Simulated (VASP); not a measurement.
# CuF (Fmmm) in VASP: single point with PBE

Aim: the single point of CuF with PBE.

All numbers are computed with VASP 6.6.1; they aren't measurements. Logs are shortened: lines on timing, memory, paths and dates and some standing lists are left out, and cuts for length are marked.

## Step 1: The cell of the first run

It takes space group Fmmm (No. 69, orthorhombic). Conventional cell: a = 4.122 Å, b = 4.384 Å, c = 4.679 Å, α = 90.00°, β = 90.00°, γ = 90.00°. Cu (site symmetry mmm) has 6 F at 2.06 to 2.34 Å within 2.7 Å. F (site symmetry mmm) has 6 Cu at 2.06 to 2.34 Å within 2.7 Å.

## Step 2: Single point, PBE, collinear spin

Input file INCAR:

```
  PREC = Accurate
  ENCUT = 820
  EDIFF = 1E-6
  ISMEAR = 0
  SIGMA = 0.1
  LREAL = False
  LASPH = True
  NELM = 200
  ALGO = Normal
  ISIF = 2
  LWAVE = False
  LCHARG = True
  ISPIN = 2
  MAGMOM = 1 0
  LORBIT = 11
  LMAXMIX = 4
  GGA = PE
  LELF = True
  LVHAR = True
  NBANDS = 24
  GGA_COMPAT = False
```

Input file KPOINTS:

```
regular mesh
0
Gamma
  8 8 8
```

Input file POSCAR:

```
CuF
1.0
    0.0000000000      2.1918745230      2.3393651451
    2.0607717478      0.0000000000      2.3393651451
    2.0607717478      2.1918745230      0.0000000000
Cu F
1 1
Direct
    0.0000000000      0.0000000000      0.0000000000
    0.5000000000      0.5000000000      0.5000000000
```

Potentials or basis: VASP PAW PBE potentials, release 64 (Cu_sv_GW, F).

Launch:

```bash
cat potpaw_PBE.64/Cu_sv_GW/POTCAR potpaw_PBE.64/F/POTCAR > POTCAR
mpirun -np 1 vasp_std > vasp.out
```

OUTCAR:

```text
PREC = Accurate
   ENCUT = 820
   EDIFF = 1E-6
   ISMEAR = 0
   LREAL = False
   LASPH = True
   NELM = 200
   ISIF = 2
   ISPIN = 2
   LORBIT = 11
   GGA = PE

 ion  position               nearest neighbor table
   1  0.000  0.000  0.000-   2 2.06   2 2.06   2 2.19   2 2.19
   2  0.500  0.500  0.500-   1 2.06   1 2.06   1 2.19   1 2.19

  LATTYP: Found a face centered orthorhombic cell.
 ALAT       =     4.1215434956
 B/A-ratio  =     1.0636182903
 C/A-ratio  =     1.1351888668

  Lattice vectors:

 A1 = (   0.0000000000,   2.1918745230,   2.3393651451)
 A2 = (   2.0607717478,   0.0000000000,   2.3393651451)
 A3 = (   2.0607717478,   2.1918745230,   0.0000000000)

Analysis of symmetry for initial positions (statically):
=====================================================================
 Subroutine PRICEL returns:
 Original cell was already a primitive cell.

 Routine SETGRP: Setting up the symmetry group for a
 face centered orthorhombic supercell.

 Subroutine GETGRP returns: Found  8 space group operations
 (whereof  8 operations were pure point group operations)
 out of a pool of  8 trial point group operations.

The static configuration has the point symmetry D_2h.

Analysis of symmetry for dynamics (positions and initial velocities):
=====================================================================
 Subroutine PRICEL returns:
 Original cell was already a primitive cell.

 Routine SETGRP: Setting up the symmetry group for a
 face centered orthorhombic supercell.

 Subroutine GETGRP returns: Found  8 space group operations
 (whereof  8 operations were pure point group operations)
 out of a pool of  8 trial point group operations.

The dynamic configuration has the point symmetry D_2h.

Analysis of structural, dynamic, and magnetic symmetry:
=====================================================================
 Subroutine PRICEL returns:
 Original cell was already a primitive cell.

 Routine SETGRP: Setting up the symmetry group for a
 face centered orthorhombic supercell.

 Subroutine GETGRP returns: Found  8 space group operations
 (whereof  8 operations were pure point group operations)
 out of a pool of  8 trial point group operations.

The overall configuration has the point symmetry D_2h.

 Subroutine INISYM returns: Found  8 space group operations
 (whereof  8 operations are pure point group operations),
 and found     1 'primitive' translations

----------------------------------------------------------------------------------------

                                     Primitive cell

  volume of cell :      21.1336

  direct lattice vectors                    reciprocal lattice vectors
     0.000000000  2.191874523  2.339365145    -0.242627550  0.228115248  0.213733201
     2.060771748  0.000000000  2.339365145     0.242627550 -0.228115248  0.213733201
     2.060771748  2.191874523  0.000000000     0.242627550  0.228115248 -0.213733201

  length of vectors
     3.205767179  3.117596747  3.008503635     0.395710216  0.395710216  0.395710216

  position of ions in fractional coordinates (direct lattice)
     0.000000000  0.000000000  0.000000000
     0.500000000  0.500000000  0.500000000

  ion indices of the primitive-cell ions
   primitive index   ion index
                 1           1
                 2           2

----------------------------------------------------------------------------------------

 KPOINTS: regular mesh

Automatic generation of k-mesh.
 Grid dimensions read from file:
 generate k-points for:    8    8    8

 Generating k-lattice:

  Cartesian coordinates                     Fractional coordinates (reciprocal lattice)
    -0.030328444  0.028514406  0.026716650     0.125000000 -0.000000000 -0.000000000
     0.030328444 -0.028514406  0.026716650     0.000000000  0.125000000  0.000000000
     0.030328444  0.028514406 -0.026716650     0.000000000  0.000000000  0.125000000

  Length of vectors
     0.049463777  0.049463777  0.049463777

  Shift w.r.t. Gamma in fractional coordinates (k-lattice)
     0.000000000  0.000000000  0.000000000

 Subroutine IBZKPT returns following result:
 ===========================================

 Found     95 irreducible k-points:

 Following reciprocal coordinates:
            Coordinates               Weight
  0.000000  0.000000  0.000000      1.000000
  0.125000 -0.000000  0.000000      8.000000
  0.250000 -0.000000  0.000000      8.000000
  0.375000 -0.000000  0.000000      8.000000
  0.500000 -0.000000  0.000000      4.000000
  0.125000  0.125000  0.000000      2.000000
[... 16 lines left out ...]
  0.250000 -0.000000  0.125000      8.000000
  0.375000 -0.000000  0.125000      8.000000
 [... further k-points ...]
   k-points           NKPTS =     95   k-points in BZ     NKDIM =     95   number of bands    NBANDS=     24
   number of dos      NEDOS =    301   number of ions     NIONS =      2
   total plane-waves  NPLWV =  25200
   dimension x,y,z NGX =    30 NGY =   30 NGZ =   28
   dimension x,y,z NGXF=    60 NGYF=   60 NGZF=   56
   ions per type =               1   1
   NGX,Y,Z   is equivalent  to a cutoff of  15.56, 16.00, 15.47 a.u.
   NGXF,Y,Z  is equivalent  to a cutoff of  31.12, 32.00, 30.94 a.u.
 SYSTEM =  unknown system
   PREC   = accura    normal or accurate (medium, high low for compatibility)
   ISTART =      0    job   : 0-new  1-cont  2-samecut
   ICHARG =      2    charge: 1-file 2-atom 10-const
   ISPIN  =      2    spin polarized calculation?
   LNONCOLLINEAR =      F non collinear calculations
   LSORBIT =      F    spin-orbit coupling
   LASPH  =      T    aspherical Exc in radial PAW
   ENCUT  =  820.0 eV  60.27 Ry    7.76 a.u.   7.49  7.28  7.02*2*pi/ulx,y,z
   NELM   =    200;   NELMIN=  2; NELMDL= -5     # of ELM steps
   EDIFF  = 0.1E-05   stopping-criterion for ELM
   LREAL  =      F    real-space projection
   EDIFFG = 0.1E-04   stopping-criterion for IOM
   NSW    =      0    number of steps for IOM
   IBRION =     -1    ionic relax: 0-MD 1-quasi-New 2-CG
   NFREE  =      0    steps in history (QN), initial steepest desc. (CG)
   ISIF   =      2    stress and relaxation
   ISYM   =      2    0-nonsym 1-usesym 2-fastsym
   POTIM  = 0.5000    time-step for ionic-motion
   TEBEG  =    0.0;   TEEND  =   0.0 temperature during run
   PSTRESS=    0.0 pullay stress
   NELECT =      26.0000    total number of electrons
   NUPDOWN=      -1.0000    fix difference up-down
   EMIN   =  10.00;   EMAX   =-10.00  energy-range for DOS
   EFERMI =   0.00;   METHOD = LEGACY
   ISMEAR =     0;   SIGMA  =   0.10  broadening in eV -4-tet -1-fermi 0-gaus
   EFERMI_NEDOS =   21; number of points for ismear=-14 and -15
   IALGO  =     38    algorithm
   IMIX   =      4    mixing-type and parameters
     AMIX     =   0.40;   BMIX     =  1.00
     AMIX_MAG =   1.60;   BMIX_MAG =  1.00
  volume/ion in A,a.u.               =      10.57        71.31
  Fermi-wavevector in a.u.,A,eV,Ry     =   1.754182  3.314924 41.867248  3.077156
  Thomas-Fermi vector in A             =   2.824173
   LORBIT       =     11    0 simple, 1 ext, 2 COOP (PROOUT), +10 PAW based schemes
   GGA     = PE    functional components
   LHFCALC =     F    Hartree Fock is set to
   AEXX    =    0.0000 exact exchange contribution
   IVDW    =     0    specifies the selected vdW correction
   LEPSILON=     F    determine dielectric tensor
   LRPA    =     F    only Hartree local field effects (RPA)
 spin polarized calculation
 Gauss-broadening in eV      SIGMA  =   0.10
  energy-cutoff  :      820.00
  volume of cell :       21.13
 maximum number of plane-waves:      1144
 NGX is ok and might be reduce to    30
   NGX = 15   NGY = 15   NGZ = 15

 number of electron      25.9999999 magnetization      -0.0078249

 number of electron      25.9999999 magnetization       0.0001940

 Free energy of the ion-electron system (eV)
  ---------------------------------------------------
  ext. energy  EPLUGINS =         0.00000000
  ---------------------------------------------------
  free energy    TOTEN  =        -7.03076993 eV

  energy without entropy =       -7.02735814  energy(sigma->0) =       -7.02906404

 E-fermi :   5.6887     XC(G=0): -11.9331

 val. band max:        5.6090398904   @ k =   0.5000   0.1250   0.0000
 cond. band min:       5.7386093107   @ k =  -0.2500   0.2500   0.0000
 fundamental gap:      0.1295694203
 Fermi energy:         5.6887134283

 spin component 1

 k-point     1 :       0.0000    0.0000    0.0000
  band No.  band energies     occupation
      1    -105.2578      1.00000
      2     -62.7197      1.00000
      3     -62.6907      1.00000
      4     -62.6904      1.00000
      5     -19.8694      1.00000
      6      -0.5876      1.00000
[... 16 lines left out ...]
     23      31.2310      0.00000
     24      33.9505      0.00000
[... 598 lines left out ...]
      2     -62.7245      1.00000
      3     -62.6958      1.00000
      4     -62.6924      1.00000
      5     -19.5232      1.00000
      6      -2.6216      1.00000
[... 16 lines left out ...]
     23      34.0058      0.00000
     24      36.5961      0.00000

 [... further k-points ...]

 spin component 2

 k-point     1 :       0.0000    0.0000    0.0000
  band No.  band energies     occupation
      1    -105.2575      1.00000
      2     -62.7193      1.00000
      3     -62.6904      1.00000
      4     -62.6903      1.00000
      5     -19.8693      1.00000
      6      -0.5875      1.00000
[... 16 lines left out ...]
     23      31.2311      0.00000
     24      33.9505      0.00000
[... 598 lines left out ...]
      2     -62.7241      1.00000
      3     -62.6956      1.00000
      4     -62.6922      1.00000
      5     -19.5232      1.00000
      6      -2.6216      1.00000
[... 16 lines left out ...]
     23      34.0058      0.00000
     24      36.5960      0.00000

 [... further k-points ...]

------------------------ aborting loop because EDIFF is reached ----------------------------------------

  FORCE on cell =-STRESS in cart. coord.  units (eV):
  Direction    XX          YY          ZZ          XY          YZ          ZX
  --------------------------------------------------------------------------------------
  -------------------------------------------------------------------------------------
  Total        2.1924503      2.1984570      1.7344427      0.0000000      0.0000000      0.0000000
  in kB      166.2136721    166.6690510    131.4912783      0.0000000      0.0000000      0.0000000
  external PRESSURE =     154.7913338 kB  Pullay stress =       0.0000000 kB

 VOLUME and BASIS-vectors are now :
 -----------------------------------------------------------------------------
  energy-cutoff  :      820.00
  volume of cell :       21.13
      direct lattice vectors                 reciprocal lattice vectors
     0.000000000  2.191874523  2.339365145    -0.242627550  0.228115248  0.213733201
     2.060771748  0.000000000  2.339365145     0.242627550 -0.228115248  0.213733201
     2.060771748  2.191874523  0.000000000     0.242627550  0.228115248 -0.213733201

 POSITION                                       TOTAL-FORCE (eV/Angst)
 -----------------------------------------------------------------------------------
      0.00000      0.00000      0.00000         0.000000      0.000000     -0.000000
      2.06077      2.19187      2.33937         0.000000      0.000000      0.000000
 -----------------------------------------------------------------------------------
    total drift:                                0.000000      0.000000      0.000000

  FREE ENERGIE OF THE ION-ELECTRON SYSTEM (eV)
  ---------------------------------------------------
  free  energy   TOTEN  =        -7.0307699295 eV

  energy  without entropy=       -7.0273581429  energy(sigma->0) =       -7.02906404

 total charge

# of ion       s       p       d       f       tot
--------------------------------------------------
    1        2.141   6.162   9.149   0.005  17.457
    2        1.750   4.309   0.000   0.000   6.059
--------------------------------------------------
tot          3.892  10.470   9.149   0.005  23.516

 magnetization (x)

# of ion       s       p       d       f       tot
--------------------------------------------------
    1       -0.000  -0.000   0.000   0.000   0.000
    2        0.000   0.000   0.000   0.000   0.000
--------------------------------------------------
tot         -0.000   0.000   0.000   0.000   0.000
```

Run time: 92 s. Hardware: 1 thread of Intel Xeon 6975P-C (Granite Rapids), shared host; peak memory 0.31 GiB.

What came out:

- Free energy: -7.0308 eV
- Pressure: 15.5 GPa
- Band gap on the k mesh: zero (filled and empty bands overlap)
- Net moment: 0.00 μB per cell
- Valence electrons inside the program's atomic spheres: Cu 17.46; F 6.06

Stress tensor (GPa, compression positive):
```
16.62  0.00  0.00
 0.00 16.67  0.00
 0.00  0.00 13.15
```

Levels at points of the mesh, in eV from the Fermi level:
Spin up:
```tsv
k point	band 10	band 11	band 12	band 13	band 14	band 15	band 16	band 17
(0.00, 0.00, 0.00)	-1.80	-1.60	-1.43	-1.32	-1.04	16.90	17.15	17.44
(0.50, 0.00, 0.00)	-1.05	-1.00	-0.43	0.08	3.51	5.71	11.57	13.83
(0.50, 0.50, 0.00)	-1.17	-1.01	-0.87	-0.83	3.98	5.81	12.11	13.50
(0.50, 0.00, 0.50)	-1.18	-0.94	-0.93	-0.75	4.30	6.72	11.39	12.27
(0.00, 0.50, 0.50)	-1.09	-0.94	-0.91	-0.78	4.59	7.66	10.58	11.73
```
Spin down:
```tsv
k point	band 10	band 11	band 12	band 13	band 14	band 15	band 16	band 17
(0.00, 0.00, 0.00)	-1.80	-1.60	-1.43	-1.32	-1.04	16.90	17.15	17.44
(0.50, 0.00, 0.00)	-1.05	-1.00	-0.43	0.08	3.51	5.71	11.57	13.83
(0.50, 0.50, 0.00)	-1.17	-1.01	-0.87	-0.83	3.98	5.81	12.11	13.50
(0.50, 0.00, 0.50)	-1.18	-0.94	-0.93	-0.75	4.30	6.72	11.39	12.27
(0.00, 0.50, 0.50)	-1.09	-0.94	-0.91	-0.78	4.59	7.66	10.58	11.73
```

Caveat: the cell stands under pressure. With open d or f shells a metallic result of PBE can be an artefact of self-interaction; +U or a hybrid may open a gap.

The gap in the log of VASP goes by the Fermi energy; the results here count the filled bands.